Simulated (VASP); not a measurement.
A run of VASP 6.6.1:

The input INCAR:

```
SYSTEM = Hf
PREC     = Accurate       ! precision mode
ENCUT    = 520            ! plane-wave cutoff, eV
EDIFF    = 1E-8           ! SCF threshold, eV
ISMEAR   = -1             ! smearing method
SIGMA    = 0.03           ! smearing width, eV
LREAL    = .False.        ! projectors in reciprocal space
LASPH    = .True.         ! aspherical terms in the spheres
NELM     = 80             ! most SCF steps
ALGO     = Normal         ! electronic algorithm
ISIF     = 2              ! what is computed and relaxed
LWAVE    = .False.        ! write WAVECAR
LCHARG   = .False.        ! write CHGCAR
GGA      = CA             ! functional
LEFG     = .True.       
NBANDS   = 11             ! bands
```

Contents of KPOINTS:

```
Automatic mesh
0
Gamma
  13 13 13
  0 0 0
```

POSCAR

```
Hf
1.0
    0.0444000000      2.2422000000      2.2422000000
    2.2422000000      0.0444000000      2.2422000000
    2.2422000000      2.2422000000      0.0444000000
Hf
1
Direct
    0.0000000000      0.0000000000      0.0000000000
```

Potentials or basis: VASP PAW LDA potentials, release 64 (Hf_pv).

Run with:

```console
$ cat potpaw_LDA.64/Hf_pv/POTCAR > POTCAR
$ mpirun -np 1 vasp_std > vasp.out
```

Hardware: 1 thread of Intel(R) Xeon(R) Platinum 8488C (Sapphire Rapids), with other jobs on the host.

Problem. How long does it take, and how much memory?

Solution. Wall time 26 s on 1 thread of Intel(R) Xeon(R) Platinum 8488C (Sapphire Rapids) (shared host), peak memory 0.17 GiB. Counts: scf iterations 12, k points 231.
